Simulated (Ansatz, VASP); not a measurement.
One calculation of SrTiO3, two programs

INCAR

```
  ALGO = Normal
  EDIFF = 1E-6
  ENCUT = 520
  GGA = PE
  ISIF = 2
  ISMEAR = 0
  ISPIN = 2
  LASPH = True
  LCHARG = False
  LMAXMIX = 4
  LORBIT = 11
  LREAL = False
  LWAVE = False
  MAGMOM = 0 1 0 0 0
  NBANDS = 32
  NELM = 150
  PREC = Accurate
  SIGMA = 0.05
```

File KPOINTS:

```
k-points
0
Gamma
  8 8 8
```

File POSCAR:

```
SrTiO3
1.0
    3.9052800000      0.0000000000      0.0000000000
    0.0000000000      3.9052800000      0.0000000000
    0.0000000000      0.0000000000      3.9052800000
Sr Ti O
1 1 3
Direct
    0.5000000000      0.5000000000      0.5000000000
    0.0000000000      0.0000000000      0.0000000000
    0.5000000000      0.0000000000      0.0000000000
    0.0000000000      0.5000000000      0.0000000000
    0.0000000000      0.0000000000      0.5000000000
```

Input for Ansatz:

```yaml
crystal:
  lattice:
    - [3.90528, 0.0, 0.0]
    - [0.0, 3.90528, 0.0]
    - [0.0, 0.0, 3.90528]
  atoms:
    - { symbol: Sr, position: [0.5, 0.5, 0.5] }
    - { symbol: Ti, position: [0.0, 0.0, 0.0], spin: 1.0 }
    - { symbol: O, position: [0.5, 0.0, 0.0] }
    - { symbol: O, position: [0.0, 0.5, 0.0] }
    - { symbol: O, position: [0.0, 0.0, 0.5] }
basis:
  ecutwfc: 420
  ecutrho_ratio: 4
kpoints:
  mp_grid: { grid: [8, 8, 8] }
hamiltonian:
  xc: pbe
scf:
  occupations: { method: gaussian, width: 0.05 }
output:
  forces: true
  stress: true
  eigenvalues: true
  populations: true
magnetization:
  spin_polarized: true
```

Alike in both runs: task single point; functional PBE; k mesh 8 × 8 × 8; occupations gaussian, width 0.05 eV; collinear spin.

|  | VASP | Ansatz |
| --- | --- | --- |
| version | VASP 6.6.1 | Ansatz 0.2.0 |
| potentials or method | VASP PAW PBE potentials, release 64 (Sr_sv, Ti_sv, O), cutoff 520 eV | scalar-relativistic, plane waves, PAW |
| valence electrons in the cell | 40 | 40 |

VASP gave:

- gap on the k mesh at the Fermi level (eV): 1.86
- least direct gap on the mesh (eV): 2.21
- pressure (GPa): 4.9
- net moment per atom (μB): 0.00

Which values does Ansatz return?

gap on the k mesh at the Fermi level (eV): 1.89; least direct gap on the mesh (eV): 2.23; pressure (GPa): 4.3; net moment per atom (μB): 0.00.

With one functional, cell and mesh, what is left measures potentials, basis and numerics. Ansatz's warnings: seeded moment not kept.
